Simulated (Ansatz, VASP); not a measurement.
## CdSb3O: VASP beside Ansatz

```
CELL_PARAMETERS angstrom
3.26447 0.00000 0.00000
0.00000 3.26447 0.00000
0.00000 0.00000 12.18348
ATOMIC_POSITIONS crystal
Cd 0.50000 0.50000 0.00000
Sb 0.00000 0.00000 0.50000
Sb 0.50000 0.50000 0.23096
Sb 0.50000 0.50000 0.76904
O 0.50000 0.50000 0.50000
```

Alike in both runs: functional PBE; k mesh 12 × 12 × 4; occupations gaussian, width 0.1 eV; no spin polarisation.

Ansatz relaxed the structure, and its values are those at the end. VASP's run is a single point on that final structure, the one shown.

|  | VASP | Ansatz |
| --- | --- | --- |
| version | VASP 6.6.1 | Ansatz 0.2.0 |
| potentials or method | VASP PAW PBE potentials, release 64 (Cd, Sb, O), cutoff 520 eV | scalar-relativistic, plane waves, PAW |
| valence electrons in the cell | 33 | 71 |

|  | VASP | Ansatz | Ansatz less VASP |
| --- | --- | --- | --- |
| gap on the k mesh at the Fermi level (eV) | none | none | - |
| pressure (GPa) | -0.2 | 0.0 | +0.22 |
| rms of the force components (eV/Å) | 0.007 | 0.000 | -0.0074 |

A gap of «none» marks a metal or a gap that the smearing closes. VASP's potentials hold 33 valence electrons a cell and Ansatz's 71, so a difference there can come from the potentials and not from the codes.

Neither program's run includes spin-orbit coupling.
